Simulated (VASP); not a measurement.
# SbPt (P6_3/mmc) in VASP: notebook, part 4 of 4

VASP 6.6.1. The steps go on from the part before.

## Step 6: Single point, PBEsol (19.36 Å³/atom)

This run uses another cell than the first one, of 19.36 Å³/atom.

The input, INCAR:

```
SYSTEM = SbPt
  PREC = Accurate
  ENCUT = 570
  EDIFF = 1E-6
  ISMEAR = 0
  SIGMA = 0.1
  LREAL = .FALSE.
  LASPH = .TRUE.
  NELM = 120
  ALGO = Normal
  ISIF = 2
  LWAVE = .FALSE.
  LCHARG = .FALSE.
  GGA = PS
  NBANDS = 41
  GGA_COMPAT = .FALSE.
```

The input, KPOINTS:

```
Automatic mesh
0
G
  12 12 8
  0 0 0
```

The input, POSCAR:

```
SbPt
1.0
    4.0742721036      0.0000000000      0.0000000000
   -2.0371360518      3.5284231436      0.0000000000
    0.0000000000      0.0000000000      5.3867935976
Sb Pt
2 2
Direct
    0.3333333333      0.6666666667      0.2500000000
    0.6666666667      0.3333333333      0.7500000000
    0.0000000000      0.0000000000      0.0000000000
    0.0000000000      0.0000000000      0.5000000000
```

Potentials or basis: VASP PAW PBE potentials, release 64 (Sb_d_GW, Pt_sv_GW).

Run with:

```console
$ cat potpaw_PBE.64/Sb_d_GW/POTCAR potpaw_PBE.64/Pt_sv_GW/POTCAR > POTCAR
$ mpirun -np 1 vasp_std > vasp.out
```

OUTCAR:

```text
SYSTEM = SbPt
   PREC = Accurate
   ENCUT = 570
   EDIFF = 1E-6
   ISMEAR = 0
   LREAL = .FALSE.
   LASPH = .TRUE.
   NELM = 120
   ISIF = 2
   GGA = PS

 ion  position               nearest neighbor table
   1  0.333  0.667  0.250-   3 2.71   4 2.71   3 2.71   4 2.71   3 2.71   4 2.71
   2  0.667  0.333  0.750-   3 2.71   4 2.71   3 2.71   4 2.71   3 2.71   4 2.71
   3  0.000  0.000  0.000-   4 2.69   4 2.69   1 2.71   2 2.71   1 2.71   2 2.71   2 2.71   1 2.71

   4  0.000  0.000  0.500-   3 2.69   3 2.69   1 2.71   2 2.71   1 2.71   2 2.71   2 2.71   1 2.71

  LATTYP: Found a hexagonal cell.
 ALAT       =     4.0742721036
 C/A-ratio  =     1.3221487079

  Lattice vectors:

 A1 = (   4.0742721036,   0.0000000000,   0.0000000000)
 A2 = (  -2.0371360518,   3.5284231436,   0.0000000000)
 A3 = (   0.0000000000,   0.0000000000,   5.3867935976)

Analysis of symmetry for initial positions (statically):
=====================================================================
 Subroutine PRICEL returns:
 Original cell was already a primitive cell.

 Routine SETGRP: Setting up the symmetry group for a
 hexagonal supercell.

 Subroutine GETGRP returns: Found 24 space group operations
 (whereof 12 operations were pure point group operations)
 out of a pool of 24 trial point group operations.

The static configuration has the point symmetry D_3d.
 The point group associated with its full space group is D_6h.

Analysis of symmetry for dynamics (positions and initial velocities):
=====================================================================
 Subroutine PRICEL returns:
 Original cell was already a primitive cell.

 Routine SETGRP: Setting up the symmetry group for a
 hexagonal supercell.

 Subroutine GETGRP returns: Found 24 space group operations
 (whereof 12 operations were pure point group operations)
 out of a pool of 24 trial point group operations.

The dynamic configuration has the point symmetry D_3d.
 The point group associated with its full space group is D_6h.

 Subroutine INISYM returns: Found 24 space group operations
 (whereof 12 operations are pure point group operations),
 and found     1 'primitive' translations

----------------------------------------------------------------------------------------

                                     Primitive cell

  volume of cell :      77.4392

  direct lattice vectors                    reciprocal lattice vectors
     4.074272104  0.000000000  0.000000000     0.245442615  0.141706360  0.000000000
    -2.037136052  3.528423144  0.000000000     0.000000000  0.283412720  0.000000000
     0.000000000  0.000000000  5.386793598     0.000000000  0.000000000  0.185639190

  length of vectors
     4.074272104  4.074272104  5.386793598     0.283412720  0.283412720  0.185639190

  position of ions in fractional coordinates (direct lattice)
     0.333333333  0.666666667  0.250000000
     0.666666667  0.333333333  0.750000000
     0.000000000  0.000000000  0.000000000
     0.000000000  0.000000000  0.500000000

  ion indices of the primitive-cell ions
   primitive index   ion index
                 1           1
                 2           2
                 3           3
                 4           4

----------------------------------------------------------------------------------------

 KPOINTS: Automatic mesh

Automatic generation of k-mesh.
 Grid dimensions read from file:
 generate k-points for:   12   12    8

 Generating k-lattice:

  Cartesian coordinates                     Fractional coordinates (reciprocal lattice)
     0.020453551  0.011808863  0.000000000     0.083333333  0.000000000  0.000000000
     0.000000000  0.023617727  0.000000000     0.000000000  0.083333333  0.000000000
     0.000000000  0.000000000  0.023204899     0.000000000  0.000000000  0.125000000

  Length of vectors
     0.023617727  0.023617727  0.023204899

  Shift w.r.t. Gamma in fractional coordinates (k-lattice)
     0.000000000  0.000000000  0.000000000

 Subroutine IBZKPT returns following result:
 ===========================================

 Found     95 irreducible k-points:

 Following reciprocal coordinates:
            Coordinates               Weight
  0.000000  0.000000  0.000000      1.000000
  0.083333  0.000000  0.000000      6.000000
  0.166667  0.000000  0.000000      6.000000
  0.250000  0.000000  0.000000      6.000000
  0.333333  0.000000  0.000000      6.000000
  0.416667  0.000000  0.000000      6.000000
[... 16 lines left out ...]
  0.250000  0.000000  0.125000     12.000000
  0.333333  0.000000  0.125000     12.000000
 [... further k-points ...]
   k-points           NKPTS =     95   k-points in BZ     NKDIM =     95   number of bands    NBANDS=     41
   number of dos      NEDOS =    301   number of ions     NIONS =      4
   total plane-waves  NPLWV =  43008
   dimension x,y,z NGX =    32 NGY =   32 NGZ =   42
   dimension x,y,z NGXF=    64 NGYF=   64 NGZF=   84
   ions per type =               2   2
   NGX,Y,Z   is equivalent  to a cutoff of  13.06, 13.06, 12.96 a.u.
   NGXF,Y,Z  is equivalent  to a cutoff of  26.11, 26.11, 25.92 a.u.
 SYSTEM =  SbPt
   PREC   = accura    normal or accurate (medium, high low for compatibility)
   ISTART =      0    job   : 0-new  1-cont  2-samecut
   ICHARG =      2    charge: 1-file 2-atom 10-const
   ISPIN  =      1    spin polarized calculation?
   LNONCOLLINEAR =      F non collinear calculations
   LSORBIT =      F    spin-orbit coupling
   LASPH  =      T    aspherical Exc in radial PAW
   ENCUT  =  570.0 eV  41.89 Ry    6.47 a.u.   7.93  7.93 10.49*2*pi/ulx,y,z
   NELM   =    120;   NELMIN=  2; NELMDL= -5     # of ELM steps
   EDIFF  = 0.1E-05   stopping-criterion for ELM
   LREAL  =      F    real-space projection
   EDIFFG = 0.1E-04   stopping-criterion for IOM
   NSW    =      0    number of steps for IOM
   IBRION =     -1    ionic relax: 0-MD 1-quasi-New 2-CG
   NFREE  =      0    steps in history (QN), initial steepest desc. (CG)
   ISIF   =      2    stress and relaxation
   ISYM   =      2    0-nonsym 1-usesym 2-fastsym
   POTIM  = 0.5000    time-step for ionic-motion
   TEBEG  =    0.0;   TEEND  =   0.0 temperature during run
   PSTRESS=    0.0 pullay stress
   NELECT =      66.0000    total number of electrons
   NUPDOWN=      -1.0000    fix difference up-down
   EMIN   =  10.00;   EMAX   =-10.00  energy-range for DOS
   EFERMI =   0.00;   METHOD = LEGACY
   ISMEAR =     0;   SIGMA  =   0.10  broadening in eV -4-tet -1-fermi 0-gaus
   EFERMI_NEDOS =   21; number of points for ismear=-14 and -15
   IALGO  =     38    algorithm
   IMIX   =      4    mixing-type and parameters
     AMIX     =   0.40;   BMIX     =  1.00
     AMIX_MAG =   1.60;   BMIX_MAG =  1.00
  volume/ion in A,a.u.               =      19.36       130.65
  Fermi-wavevector in a.u.,A,eV,Ry     =   1.552158  2.933152 32.779061  2.409193
  Thomas-Fermi vector in A             =   2.656573
   LORBIT       =      0    0 simple, 1 ext, 2 COOP (PROOUT), +10 PAW based schemes
   GGA     = PS    functional components
   LHFCALC =     F    Hartree Fock is set to
   AEXX    =    0.0000 exact exchange contribution
   IVDW    =     0    specifies the selected vdW correction
   LEPSILON=     F    determine dielectric tensor
   LRPA    =     F    only Hartree local field effects (RPA)
 non-spin polarized calculation
 Gauss-broadening in eV      SIGMA  =   0.10
  energy-cutoff  :      570.00
  volume of cell :       77.44
 maximum number of plane-waves:      2421
 NGX is ok and might be reduce to    32
   NGX = 15   NGY = 15   NGZ = 21

 number of electron      66.0000018 magnetization

 Free energy of the ion-electron system (eV)
  ---------------------------------------------------
  ext. energy  EPLUGINS =         0.00000000
  ---------------------------------------------------
  free energy    TOTEN  =       -24.56766731 eV

  energy without entropy =      -24.56039529  energy(sigma->0) =      -24.56403130

 E-fermi :   9.1093     XC(G=0): -12.3797

 val. band max:        9.1033795716   @ k =   0.2500   0.0000   0.0000
 cond. band min:       9.1247205309   @ k =   0.3333   0.0000   0.2500
 fundamental gap:      0.0213409593
 Fermi energy:         9.1093214118

 k-point     1 :       0.0000    0.0000    0.0000
  band No.  band energies     occupation
      1     -90.1139      2.00000
      2     -90.0958      2.00000
      3     -44.5038      2.00000
      4     -44.2378      2.00000
      5     -44.2378      2.00000
      6     -44.2026      2.00000
[... 1045 lines left out ...]
     40      15.8977      0.00000
     41      16.8420      0.00000

 [... further k-points ...]
[... 5 lines left out ...]
  --------------------------------------------------------------------------------------
  -------------------------------------------------------------------------------------
  Total        4.6074918      4.6074918      4.5938496      0.0000000     -0.0000000     -0.0000000
  in kB       95.3266055     95.3266055     95.0443548      0.0000000     -0.0000000     -0.0000000
  external PRESSURE =      95.2325219 kB  Pullay stress =       0.0000000 kB

 VOLUME and BASIS-vectors are now :
 -----------------------------------------------------------------------------
  energy-cutoff  :      570.00
  volume of cell :       77.44
      direct lattice vectors                 reciprocal lattice vectors
     4.074272104  0.000000000  0.000000000     0.245442615  0.141706360  0.000000000
    -2.037136052  3.528423144  0.000000000     0.000000000  0.283412720  0.000000000
     0.000000000  0.000000000  5.386793598     0.000000000  0.000000000  0.185639190

 POSITION                                       TOTAL-FORCE (eV/Angst)
 -----------------------------------------------------------------------------------
     -0.00000      2.35228      1.34670         0.000000      0.000000      0.000000
      2.03714      1.17614      4.04010         0.000000     -0.000000      0.000000
      0.00000      0.00000      0.00000        -0.000000      0.000000      0.000000
      0.00000      0.00000      2.69340        -0.000000      0.000000      0.000000
 -----------------------------------------------------------------------------------
    total drift:                                0.000000     -0.000000      0.000000

  FREE ENERGIE OF THE ION-ELECTRON SYSTEM (eV)
  ---------------------------------------------------
  free  energy   TOTEN  =       -24.5676673073 eV

  energy  without entropy=      -24.5603952919  energy(sigma->0) =      -24.56403130
```

OSZICAR:

```text
N       E                     dE             d eps       ncg     rms          rms(c)
DAV:   1     0.948354622198E+03    0.94835E+03   -0.29869E+04 12708   0.155E+04
DAV:   2     0.107188332761E+03   -0.84117E+03   -0.81205E+03 14478   0.237E+03
DAV:   3    -0.193941642033E+02   -0.12658E+03   -0.12153E+03 15438   0.439E+02
DAV:   4    -0.275437601349E+02   -0.81496E+01   -0.79219E+01 14790   0.929E+01
DAV:   5    -0.278666489016E+02   -0.32289E+00   -0.30767E+00 13436   0.191E+01    0.998E+01
DAV:   6    -0.247999590262E+02    0.30667E+01   -0.16273E+01 14661   0.448E+01    0.573E+01
DAV:   7    -0.249394986825E+02   -0.13954E+00   -0.45288E+00 13067   0.554E+01    0.209E+01
DAV:   8    -0.245672015194E+02    0.37230E+00   -0.81067E-01 14052   0.165E+01    0.154E+00
DAV:   9    -0.245696592650E+02   -0.24577E-02   -0.13621E-01 12972   0.738E+00    0.184E+00
DAV:  10    -0.245679127658E+02    0.17465E-02   -0.73975E-03 12948   0.122E+00    0.493E-01
DAV:  11    -0.245678105013E+02    0.10226E-03   -0.53998E-04 12116   0.687E-01    0.721E-01
DAV:  12    -0.265325295816E+02   -0.19647E+01   -0.19490E+01 13476   0.407E-01    0.181E+00
DAV:  13    -0.245607655297E+02    0.19718E+01   -0.98907E+00 10700   0.133E+00    0.136E-01
DAV:  14    -0.245675655899E+02   -0.68001E-02   -0.67915E-02 11067   0.154E-01    0.866E-02
DAV:  15    -0.245676513709E+02   -0.85781E-04   -0.88090E-04  8528   0.563E-02    0.303E-02
DAV:  16    -0.245676675110E+02   -0.16140E-04   -0.16422E-04  5657   0.245E-02    0.240E-02
DAV:  17    -0.245676673073E+02    0.20372E-06   -0.89405E-07  5137   0.213E-02
   1 F= -.24567667E+02 E0= -.24564031E+02  d E =-.727202E-02
```

stdout:

```text
POSCAR found type information on POSCAR SbPt
 POSCAR found :  2 types and       4 ions
 scaLAPACK will be used
 -----------------------------------------------------------------------------
|                                                                             |
|                                                                             |
|     You enforced a specific xc type in the INCAR file but a different       |
|     I HOPE YOU KNOW WHAT YOU ARE DOING!                                     |
|                                                                             |
 -----------------------------------------------------------------------------

 LDA part: xc-table for (Slater+PW92), standard interpolation
 POSCAR, INCAR and KPOINTS ok, starting setup
 FFT: planning ... GRIDC
 FFT: planning ... GRID_SOFT
 FFT: planning ... GRID
 WAVECAR not read
 entering main loop
```

Run time: 4.6 min. Hardware: 1 thread of AMD EPYC 9R45 (Zen 5), shared host; peak memory 0.42 GiB.

Results:

| Item | Value |
| --- | --- |
| Free energy | -24.5677 eV |
| Pressure | 9.5 GPa |
| Band gap on the k mesh | zero (bands 33 and 34 overlap by 4.38 eV) |

Caveat: the cell stands under pressure; the PAW data sets were made with another functional, which shifts forces and pressure a little; spin-orbit coupling is left out, which moves the levels of the heavy elements.

## Step 7: Summary

```tsv
task	potentials or basis	cell	k mesh	cutoff (eV)	gap on the mesh (eV)	pressure (GPa)
single point	VASP PAW PBE potentials, release 64 (Sb, Pt)	a = 4.296, b = 4.296, c = 5.370 Å, angles 90.0, 90.0, 120.0°, 4 atoms	12 × 12 × 10	520	none	-4.7
single point	VASP PAW PBE potentials, release 64 (Sb, Pt)	a = 4.358, b = 4.358, c = 5.326 Å, angles 90.0, 90.0, 120.0°, 4 atoms	12 × 12 × 10	520	none	-6.5
single point	VASP PAW PBE potentials, release 64 (Sb, Pt)	a = 4.358, b = 4.358, c = 5.321 Å, angles 90.0, 90.0, 120.0°, 4 atoms	12 × 12 × 10	520	none	-6.3
relaxation of shape and atoms at fixed volume	VASP PAW PBE potentials, release 64 (Sb, Pt)	relaxed from a = 4.258, b = 4.258, c = 5.561 Å, angles 90.0, 90.0, 120.0°, 4 atoms	12 × 12 × 8	600	none	-7.3
single point	VASP PAW PBE potentials, release 64 (Sb_d_GW, Pt_sv_GW)	a = 4.074, b = 4.074, c = 5.387 Å, angles 90.0, 90.0, 120.0°, 4 atoms	12 × 12 × 8	570	none	9.5
```

Alike in all rows: level PBEsol; no spin polarisation; smearing gaussian 0.1 eV.

Caveats: the PAW data sets were made with another functional, which shifts forces and pressure a little; spin-orbit coupling is left out, which moves the levels of the heavy elements; the stress differs along the axes, from -7 to -0 GPa (at least some runs); the stress differs along the axes, from -10 to -0 GPa (at least some runs); the stress differs along the axes, from -10 to 0 GPa (at least some runs); the cell stands under pressure (at least some runs).

Absolute energies hang on the potentials; compare differences alone.

The gap in the log of VASP goes by the Fermi energy; the results here count the filled bands.